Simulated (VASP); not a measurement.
Ag2O, 6 atoms in the cell. It takes space group Pn-3m (No. 224, cubic). The conventional cell has a = 4.756 Å, b = 4.756 Å, c = 4.756 Å, α = 90.00°, β = 90.00°, γ = 90.00°. Within 2.7 Å of Ag (site symmetry -3m) lie 2 O at 2.06 Å. O (site symmetry -43m) has 4 Ag at 2.06 Å within 2.7 Å. 

```yaml
Program: VASP 6.6.1
Task: single point
Functional: PBE0
Potentials_or_basis: VASP PAW PBE potentials, release 64 (Ag, O)
Cutoff: 520 eV
k_mesh: 4 × 4 × 4
Occupations: gaussian, width 0.01 eV
Spin: no spin polarisation
Dipole_correction: no
Grid_for_exact_exchange_PRECFOCK: Normal
Further_INCAR_settings: ALGO = Normal; EDIFF = 1e-06; NBANDS = 37
Share_of_exact_exchange: 0.25
```

Potentials or basis: VASP PAW PBE potentials, release 64 (Ag, O).

Command:

```console
$ cat potpaw_PBE.64/Ag/POTCAR potpaw_PBE.64/O/POTCAR > POTCAR
$ cp INCAR.step1 INCAR
$ mpirun -np 4 vasp_std > vasp.out
$ cp INCAR.step2 INCAR
$ mpirun -np 4 vasp_std > vasp.out
```

Hardware: 4 MPI ranks on Intel(R) Xeon(R) 6975P-C (Granite Rapids), on a shared host.

Question: Estimate the wall time of this run.

Answer: Wall time 23 min on 4 MPI ranks on Intel(R) Xeon(R) 6975P-C (Granite Rapids), with other jobs on the host, peak memory 0.27 GiB a rank. Counts: k points 10.
